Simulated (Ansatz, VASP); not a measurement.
# Two plane-wave programs on P

Contents of INCAR:

```
PREC = Accurate ; ENCUT = 520
EDIFF = 1E-7 ; ISMEAR = 0
SIGMA = 0.1 ; LREAL = F
LASPH = T ; NELM = 100
ALGO = Normal ; ISIF = 2
LWAVE = F ; LCHARG = F
GGA = PE ; NBANDS = 26
```

Contents of KPOINTS:

```
Automatic mesh
0
Gamma
  6 6 6
```

POSCAR

```
P
1.0
    2.8324292800      1.6353038100      3.5778263000
   -2.8324292800      1.6353038100      3.5778263000
    0.0000000000     -3.2706076200      3.5778263000
P
7
Direct
    0.4157399000      0.1401304800      0.8131323700
    0.8131323700      0.4157399000      0.1401304800
    0.1401304800      0.8131323700      0.4157399000
    0.5842601000      0.8598695200      0.1868676300
    0.1868676300      0.5842601000      0.8598695200
    0.8598695200      0.1868676300      0.5842601000
    0.0000000000      0.0000000000      0.0000000000
```

Input for Ansatz:

```yaml
crystal:
  lattice:
    - [2.83242928, 1.63530381, 3.5778263]
    - [-2.83242928, 1.63530381, 3.5778263]
    - [0.0, -3.27060762, 3.5778263]
  atoms:
    - { symbol: P, position: [0.4157399, 0.14013048, 0.81313237] }
    - { symbol: P, position: [0.81313237, 0.4157399, 0.14013048] }
    - { symbol: P, position: [0.14013048, 0.81313237, 0.4157399] }
    - { symbol: P, position: [0.5842601, 0.85986952, 0.18686763] }
    - { symbol: P, position: [0.18686763, 0.5842601, 0.85986952] }
    - { symbol: P, position: [0.85986952, 0.18686763, 0.5842601] }
    - { symbol: P, position: [0.0, 0.0, 0.0] }
basis:
  ecutwfc: 420
kpoints:
  mp_grid: { grid: [6, 6, 6] }
hamiltonian:
  xc: pbe
scf:
  occupations: { method: gaussian, width: 0.1 }
  lower_state_search: "off"
output:
  forces: true
  stress: true
  eigenvalues: true
```

Alike in both runs: task single point; functional PBE; k mesh 6 × 6 × 6; occupations gaussian, width 0.1 eV; no spin polarisation.

|  | VASP | Ansatz |
| --- | --- | --- |
| version | VASP 6.6.1 | Ansatz 0.2.0 |
| potentials or method | VASP PAW PBE potentials, release 64 (P), cutoff 520 eV | scalar-relativistic, plane waves, PAW |
| valence electrons in the cell | 35 | 35 |

Ansatz gave:

```
gap on the k mesh at the Fermi level (eV) : none
rms of the force components (eV/Å)        : 1.082
```

Question: Estimate VASP's values.

Answer: gap on the k mesh at the Fermi level (eV): none; rms of the force components (eV/Å): 1.069.

Atom by atom the forces differ by 0.019 eV/Å (rms over components). A gap of «none» marks a metal or a gap that the smearing closes. The functional is the same, so the differences come from potentials, cutoffs and numerics.
